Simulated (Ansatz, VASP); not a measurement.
## Two plane-wave programs on TaF4

INCAR

```
PREC = Accurate
ENCUT = 700
EDIFF = 1E-7
ISMEAR = 0
SIGMA = 0.15
LREAL = False
LASPH = True
NELM = 120
ALGO = Normal
ISIF = 3
LWAVE = False
LCHARG = False
GGA = PE
IBRION = 2
NSW = 36
EDIFFG = -0.08
GGA_COMPAT = False
NELMIN = 4
```

Contents of KPOINTS:

```
Automatic mesh
0
Gamma
  3 3 3
```

POSCAR

```
TaF4
1.0
    4.0095729100      0.0000000000      0.0000000000
    0.0000000000      4.0095729100      0.0000000000
    0.0000000000      0.0000000000      4.0095729100
Ta F
1 4
Direct
    0.0000000000      0.0000000000      0.0000000000
    0.5000000000      0.5000000000      0.5000000000
    0.0000000000      0.5000000000      0.5000000000
    0.5000000000      0.0000000000      0.5000000000
    0.5000000000      0.5000000000      0.0000000000
```

Input for Ansatz:

```yaml
crystal:
  lattice:
    - [4.00957291, 0.0, 0.0]
    - [0.0, 4.00957291, 0.0]
    - [0.0, 0.0, 4.00957291]
  atoms:
    - { symbol: Ta, position: [0.0, 0.0, 0.0] }
    - { symbol: F, position: [0.5, 0.5, 0.5] }
    - { symbol: F, position: [0.0, 0.5, 0.5] }
    - { symbol: F, position: [0.5, 0.0, 0.5] }
    - { symbol: F, position: [0.5, 0.5, 0.0] }
basis:
  ecutwfc: 420
kpoints:
  mp_grid: { grid: [3, 3, 3] }
hamiltonian:
  xc: pbe
scf:
  occupations: { method: gaussian, width: 0.15 }
  lower_state_search: "off"
output:
  forces: true
  stress: true
  eigenvalues: true
relax:
  adjacent_minimum: "off"
  f_tol: 0.08
  max_steps: 16
  cell: { stress_tol: 0.8 }
```

Alike in both runs: task relaxation of cell and atoms; functional PBE; k mesh 3 × 3 × 3; occupations gaussian, width 0.15 eV; no spin polarisation.

```csv
,VASP,Ansatz
version,VASP 6.6.1,Ansatz 0.2.0
potentials or method,"VASP PAW PBE potentials, release 64 (Ta_sv_GW, F), cutoff 700 eV","scalar-relativistic, plane waves, PAW"
valence electrons in the cell,41,41
```

Ansatz gave:

```
relaxed volume (Å³/atom)                                                      : 12.00
relaxed length of the cell vector where the two differ most in proportion (Å) : 3.915
```

What did VASP give for the same quantities?

Relaxed volume (Å³/atom): 11.81; relaxed length of the cell vector where the two differ most in proportion (Å): 3.894.

The k mesh is coarse, so the values compare programs but aren't converged. Neither program's run includes spin-orbit coupling.
